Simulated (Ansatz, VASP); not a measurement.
# Two plane-wave programs on SnO

The input INCAR:

```
SYSTEM = SnO
PREC     = Accurate       ! precision mode
ENCUT    = 520            ! plane-wave cutoff, eV
EDIFF    = 1E-6           ! SCF threshold, eV
ISMEAR   = 0              ! smearing method
SIGMA    = 0.15           ! smearing width, eV
LREAL    = .False.        ! projectors in reciprocal space
LASPH    = .True.         ! aspherical terms in the spheres
NELM     = 60             ! most SCF steps
ALGO     = Normal         ! electronic algorithm
ISIF     = 2              ! what is computed and relaxed
LWAVE    = .False.        ! write WAVECAR
LCHARG   = .False.        ! write CHGCAR
NBANDS   = 28             ! bands
```

File KPOINTS:

```
Automatic mesh
0
Gamma
  10 10 8
  0 0 0
```

The input POSCAR:

```
SnO
1.0
    3.8787000000      0.0000000000      0.0000000000
    0.0000000000      3.8787000000      0.0000000000
    0.0000000000      0.0000000000      4.5398000000
Sn O
2 2
Direct
    0.0000000000      0.5000000000      0.2455950842
    0.5000000000      0.0000000000      0.7544049158
    0.0000000000      0.0000000000      0.0000000000
    0.5000000000      0.5000000000      0.0000000000
```

Input for Ansatz:

```yaml
crystal:
  lattice:
    - [3.8787, 0.0, 0.0]
    - [0.0, 3.8787, 0.0]
    - [0.0, 0.0, 4.5398]
  atoms:
    - { symbol: Sn, position: [0.0, 0.5, 0.2455950842] }
    - { symbol: Sn, position: [0.5, 0.0, 0.7544049158] }
    - { symbol: O, position: [0.0, 0.0, 0.0] }
    - { symbol: O, position: [0.5, 0.5, 0.0] }
basis:
  ecutwfc: 520.0
kpoints:
  mp_grid: { grid: [10, 10, 8] }
hamiltonian:
  xc: lda
  pseudopotentials: { kind: paw, azcp: { folder: soft_1 } }
scf:
  occupations: { method: gaussian, width: 0.15 }
output:
  forces: true
  stress: true
  eigenvalues: true
  write_density: true
  write_potential: true
  elf: true
  volumetric_format: npy
```

Alike in both runs: task single point; functional LDA; k mesh 10 × 10 × 8; occupations gaussian, width 0.15 eV; no spin polarisation.

```csv
,VASP,Ansatz
version,VASP 6.6.1,Ansatz 0.2.0
potentials or method,"VASP PAW LDA potentials, release 64 (Sn_d, O), cutoff 520 eV","scalar-relativistic, plane waves, PAW"
valence electrons in the cell,40,40
```

|  | VASP | Ansatz | Ansatz less VASP |
| --- | --- | --- | --- |
| gap on the k mesh at the Fermi level (eV) | 0.19 | 0.20 | +0.017 |
| least direct gap on the mesh (eV) | 1.69 | 1.73 | +0.034 |
| pressure (GPa) | -3.7 | -4.1 | -0.45 |
| traceless stress, the component that is largest in VASP (GPa) | 3.19 | 3.22 | +0.029 |
| rms of the force components (eV/Å) | 0.043 | 0.093 | +0.0497 |

Ansatz warns that its potentials were made for another functional, while VASP's fit it. LDA's correlation is that of Perdew and Zunger in VASP and of Perdew and Wang (1992) in Ansatz. Atom by atom the forces differ by 0.050 eV/Å (rms over components).
